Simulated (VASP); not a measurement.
# ZnTe3P2Pt (P4/mmm) in VASP: notebook, part 3 of 3

VASP 6.6.1. Earlier steps stand in the parts before.

### Step 4. Single point, PBE

This run uses another cell than the first one, of 23.85 Å³/atom.

INCAR reads:

```
PREC = Accurate
ENCUT = 520
EDIFF = 1E-6
ISMEAR = 0
SIGMA = 0.1
LREAL = False
LASPH = True
NELM = 100
ALGO = Fast
ISIF = 2
LWAVE = False
LCHARG = False
GGA = PE
NBANDS = 34
```

KPOINTS reads:

```
regular mesh
0
Gamma
  8 8 4
```

POSCAR reads:

```
ZnTe3P2Pt
1.0
    4.0231892868      0.0000000000      0.0000000000
    0.0000000000      4.0231892868      0.0000000000
    0.0000000000      0.0000000000     10.3138351440
Zn Te P Pt
1 3 2 1
Direct
    0.5000000000      0.5000000000      0.0000000000
    0.0000000000      0.0000000000      0.2422323396
    0.0000000000      0.0000000000      0.7577676604
    0.5000000000      0.5000000000      0.5000000000
    0.5000000000      0.5000000000      0.7739921293
    0.5000000000      0.5000000000      0.2260078707
    0.0000000000      0.0000000000      0.5000000000
```

Potentials or basis: VASP PAW PBE potentials, release 64 (Zn, Te, P, Pt).

Run with:

```console
$ cat potpaw_PBE.64/Zn/POTCAR potpaw_PBE.64/Te/POTCAR potpaw_PBE.64/P/POTCAR potpaw_PBE.64/Pt/POTCAR > POTCAR
$ mpirun -np 1 vasp_std > vasp.out
```

OUTCAR:

```text
PREC = Accurate
   ENCUT = 520
   EDIFF = 1E-6
   ISMEAR = 0
   LREAL = False
   LASPH = True
   NELM = 100
   ISIF = 2
   GGA = PE

 ion  position               nearest neighbor table
   1  0.500  0.500  0.000-   5 2.33   6 2.33
   2  0.000  0.000  0.242-   7 2.66   6 2.85   6 2.85   6 2.85   6 2.85
   3  0.000  0.000  0.758-   7 2.66   5 2.85   5 2.85   5 2.85   5 2.85
   4  0.500  0.500  0.500-   5 2.83   6 2.83   7 2.84   7 2.84   7 2.84   7 2.84
   5  0.500  0.500  0.774-   1 2.33   4 2.83   3 2.85   3 2.85   3 2.85   3 2.85
   6  0.500  0.500  0.226-   1 2.33   4 2.83   2 2.85   2 2.85   2 2.85   2 2.85
   7  0.000  0.000  0.500-   2 2.66   3 2.66   4 2.84   4 2.84   4 2.84   4 2.84

  LATTYP: Found a simple tetragonal cell.
 ALAT       =     4.0231892868
 C/A-ratio  =     2.5635967907

  Lattice vectors:

 A1 = (   4.0231892868,   0.0000000000,   0.0000000000)
 A2 = (   0.0000000000,   4.0231892868,   0.0000000000)
 A3 = (   0.0000000000,   0.0000000000,  10.3138351440)

Analysis of symmetry for initial positions (statically):
=====================================================================
 Subroutine PRICEL returns:
 Original cell was already a primitive cell.

 Routine SETGRP: Setting up the symmetry group for a
 simple tetragonal supercell.

 Subroutine GETGRP returns: Found 16 space group operations
 (whereof 16 operations were pure point group operations)
 out of a pool of 16 trial point group operations.

The static configuration has the point symmetry D_4h.

Analysis of symmetry for dynamics (positions and initial velocities):
=====================================================================
 Subroutine PRICEL returns:
 Original cell was already a primitive cell.

 Routine SETGRP: Setting up the symmetry group for a
 simple tetragonal supercell.

 Subroutine GETGRP returns: Found 16 space group operations
 (whereof 16 operations were pure point group operations)
 out of a pool of 16 trial point group operations.

The dynamic configuration has the point symmetry D_4h.

[... 133 lines left out ...]
   GGA     = PE    functional components
   LHFCALC =     F    Hartree Fock is set to
   AEXX    =    0.0000 exact exchange contribution
   IVDW    =     0    specifies the selected vdW correction
   LEPSILON=     F    determine dielectric tensor
   LRPA    =     F    only Hartree local field effects (RPA)
 non-spin polarized calculation
 RMM-DIIS sequential band-by-band and
 Gauss-broadening in eV      SIGMA  =   0.10
  energy-cutoff  :      520.00
  volume of cell :      166.94
 maximum number of plane-waves:      4575
 NGX is ok and might be reduce to    30
   NGX = 15   NGY = 15   NGZ = 39

 number of electron      50.0000012 magnetization

 Free energy of the ion-electron system (eV)
  ---------------------------------------------------
  ext. energy  EPLUGINS =         0.00000000
  ---------------------------------------------------
  free energy    TOTEN  =       -27.06447478 eV

  energy without entropy =      -27.05323576  energy(sigma->0) =      -27.05885527

 E-fermi :   6.6719     XC(G=0):  -9.9709

 val. band max:        6.6534386890   @ k =   0.5000   0.1250   0.2500
 cond. band min:       6.7108168799   @ k =   0.3750   0.1250   0.0000
 fundamental gap:      0.0573781909
 Fermi energy:         6.6718753253

 k-point     1 :       0.0000    0.0000    0.0000
  band No.  band energies     occupation
      1      -7.3976      2.00000
      2      -6.8089      2.00000
      3      -5.4218      2.00000
      4      -2.2412      2.00000
      5      -1.1816      2.00000
      6      -0.7873      2.00000
[... 877 lines left out ...]
     33      10.7803      0.00000
     34      11.1953      0.00000

 [... further k-points ...]

------------------------ aborting loop because EDIFF is reached ----------------------------------------

  FORCE on cell =-STRESS in cart. coord.  units (eV):
  Direction    XX          YY          ZZ          XY          YZ          ZX
  --------------------------------------------------------------------------------------
  -------------------------------------------------------------------------------------
  Total       -0.1256553     -0.1256553     -0.0301293      0.0000000      0.0000000      0.0000000
  in kB       -1.2059531     -1.2059531     -0.2891605      0.0000000      0.0000000      0.0000000
  external PRESSURE =      -0.9003556 kB  Pullay stress =       0.0000000 kB

 VOLUME and BASIS-vectors are now :
 -----------------------------------------------------------------------------
  energy-cutoff  :      520.00
  volume of cell :      166.94
      direct lattice vectors                 reciprocal lattice vectors
     4.023189287  0.000000000  0.000000000     0.248559023  0.000000000  0.000000000
     0.000000000  4.023189287  0.000000000     0.000000000  0.248559023  0.000000000
     0.000000000  0.000000000 10.313835144     0.000000000  0.000000000  0.096957144

 POSITION                                       TOTAL-FORCE (eV/Angst)
 -----------------------------------------------------------------------------------
      2.01159      2.01159      0.00000        -0.000000     -0.000000      0.000000
      0.00000      0.00000      2.49834         0.000000     -0.000000      0.007773
      0.00000      0.00000      7.81549        -0.000000     -0.000000     -0.007773
      2.01159      2.01159      5.15692        -0.000000     -0.000000      0.000000
      2.01159      2.01159      7.98283        -0.000000      0.000000     -0.018174
      2.01159      2.01159      2.33101         0.000000     -0.000000      0.018174
      0.00000      0.00000      5.15692        -0.000000     -0.000000      0.000000
 -----------------------------------------------------------------------------------
    total drift:                                0.000000      0.000000      0.000000

  FREE ENERGIE OF THE ION-ELECTRON SYSTEM (eV)
  ---------------------------------------------------
  free  energy   TOTEN  =       -27.0644747757 eV

  energy  without entropy=      -27.0532357634  energy(sigma->0) =      -27.05885527
```

Run time: 2.9 min. Hardware: 1 thread of Oxide Virtual Turin-like, shared host; peak memory 0.4 GiB.

Results:

| Item | Value |
| --- | --- |
| Free energy | -27.0645 eV |
| Pressure | -0.1 GPa |
| Largest force | 0.018 eV/Å |
| Band gap on the k mesh | zero (bands 25 and 26 overlap by 1.65 eV) |

Forces in eV/Å, atoms in the order of the input:
```
Zn   0.000  0.000  0.000
Te   0.000  0.000  0.008
Te   0.000  0.000 -0.008
Te   0.000  0.000  0.000
P    0.000  0.000 -0.018
P    0.000  0.000  0.018
Pt   0.000  0.000  0.000
```

Levels at points of the mesh, in eV from the Fermi level:
```csv
k point,band 23,band 24,band 25,band 26,band 27,band 28
"(0.00, 0.00, 0.00)",-1.60,-1.04,-0.88,0.52,1.86,2.86
"(0.50, 0.00, 0.00)",-1.08,-0.97,-0.96,-0.59,-0.50,-0.11
"(0.50, 0.50, 0.00)",-2.40,-2.20,-1.72,1.35,1.35,1.46
"(0.00, 0.00, 0.50)",-1.54,-1.54,-1.01,-0.99,2.77,3.02
"(0.50, 0.00, 0.50)",-1.30,-0.99,-0.97,-0.65,-0.33,0.13
"(0.50, 0.50, 0.50)",-2.46,-2.40,-1.26,-0.45,1.24,1.24
```

Caveat: spin-orbit coupling is left out, which moves the levels of the heavy elements.

### Step 5. Single point, PBE (26.23 Å³/atom)

This run uses another cell than the first one, of 26.23 Å³/atom.

INCAR reads:

```
SYSTEM = ZnTe3P2Pt
PREC     = Accurate       ! precision mode
ENCUT    = 520            ! plane-wave cutoff, eV
EDIFF    = 1E-7           ! SCF threshold, eV
ISMEAR   = 0              ! smearing method
SIGMA    = 0.1            ! smearing width, eV
LREAL    = .FALSE.        ! projectors in reciprocal space
LASPH    = .TRUE.         ! aspherical terms in the spheres
NELM     = 100            ! most SCF steps
ALGO     = Fast           ! electronic algorithm
ISIF     = 2              ! what is computed and relaxed
LWAVE    = .FALSE.        ! write WAVECAR
LCHARG   = .FALSE.        ! write CHGCAR
GGA      = PE             ! functional
NBANDS   = 34             ! bands
```

KPOINTS reads:

```
regular mesh
0
G
  8 8 4
  0 0 0
```

POSCAR reads:

```
ZnTe3P2Pt
1.0
    4.1413488706      0.0000000000      0.0000000000
    0.0000000000      4.1413488706      0.0000000000
    0.0000000000      0.0000000000     10.7070583172
Zn Te P Pt
1 3 2 1
Direct
    0.5000000000      0.5000000000      0.0000000000
    0.0000000000      0.0000000000      0.2515691825
    0.0000000000      0.0000000000      0.7484308175
    0.5000000000      0.5000000000      0.5000000000
    0.5000000000      0.5000000000      0.7742459406
    0.5000000000      0.5000000000      0.2257540594
    0.0000000000      0.0000000000      0.5000000000
```

Run with:

```console
$ cat potpaw_PBE.64/Zn/POTCAR potpaw_PBE.64/Te/POTCAR potpaw_PBE.64/P/POTCAR potpaw_PBE.64/Pt/POTCAR > POTCAR
$ mpirun -np 1 vasp_std > vasp.out
```

It took 4.6 min on 1 thread of Oxide Virtual Turin-like, shared host; peak memory 0.44 GiB.

The run converged. Its results:

- Free energy: -26.8066 eV
- Pressure: -4.5 GPa
- Largest force: 0.025 eV/Å
- Band gap on the k mesh: zero (bands 25 and 26 overlap by 1.60 eV)

Forces on the atoms (eV/Å):
```
Zn   0.000  0.000  0.000
Te   0.000  0.000  0.009
Te   0.000  0.000 -0.009
Te   0.000  0.000  0.000
P    0.000  0.000 -0.025
P    0.000  0.000  0.025
Pt   0.000  0.000  0.000
```

Stress tensor (GPa, compression positive):
```
-4.58  0.00  0.00
 0.00 -4.58  0.00
 0.00  0.00 -4.47
```

Levels at points of the mesh, in eV from the Fermi level:
```csv
k point,band 21,band 22,band 23,band 24,band 25,band 26,band 27,band 28,band 29,band 30
"(0.00, 0.00, 0.00)",-2.34,-1.44,-1.44,-1.14,-0.91,0.41,1.62,2.64,2.64,3.16
"(0.50, 0.00, 0.00)",-1.29,-1.15,-1.10,-0.93,-0.82,-0.67,-0.45,0.30,1.42,1.87
"(0.50, 0.50, 0.00)",-2.89,-2.30,-2.21,-2.11,-1.76,1.18,1.49,1.49,2.34,3.00
"(0.00, 0.00, 0.50)",-2.18,-2.18,-1.40,-1.40,-1.12,-0.91,2.87,2.87,2.92,2.92
"(0.50, 0.00, 0.50)",-1.33,-1.31,-1.11,-0.88,-0.83,-0.57,-0.36,-0.11,1.46,1.87
"(0.50, 0.50, 0.50)",-2.30,-2.29,-2.23,-2.21,-1.35,-0.63,1.42,1.42,3.01,3.81
```

Caveat: the cell stands under tension; spin-orbit coupling is left out, which moves the levels of the heavy elements.

### Step 6. Summary

```csv
task,cell,k mesh,cutoff (eV),smearing,gap on the mesh (eV),pressure (GPa),largest force (eV/Å)
single point,"a = 5.638, b = 5.638, c = 5.497 Å, 7 atoms, atomic positions A",3 × 3 × 3,520,gaussian 0.2 eV,none,0.1,-
relaxation of cell and atoms,"relaxed from a = 5.087, b = 5.087, c = 6.426 Å, 7 atoms, atomic positions A",3 × 3 × 3,600,gaussian 0.2 eV,none,0.1,-
single point,"a = 4.023, b = 4.023, c = 10.314 Å, 7 atoms, atomic positions B",8 × 8 × 4,520,gaussian 0.1 eV,none,-0.1,0.02
single point,"a = 4.141, b = 4.141, c = 10.707 Å, 7 atoms, atomic positions C",8 × 8 × 4,520,gaussian 0.1 eV,none,-4.5,0.03
```

Alike in all rows: level PBE; potentials or basis VASP PAW PBE potentials, release 64 (Zn, Te, P, Pt); no spin polarisation.

Caveats: some runs use coarse meshes; spin-orbit coupling is left out, which moves the levels of the heavy elements; the cell stands under tension (at least some runs).

Absolute energies hang on the potentials; compare differences alone.

The gap in the log of VASP goes by the Fermi energy; the results here count the filled bands.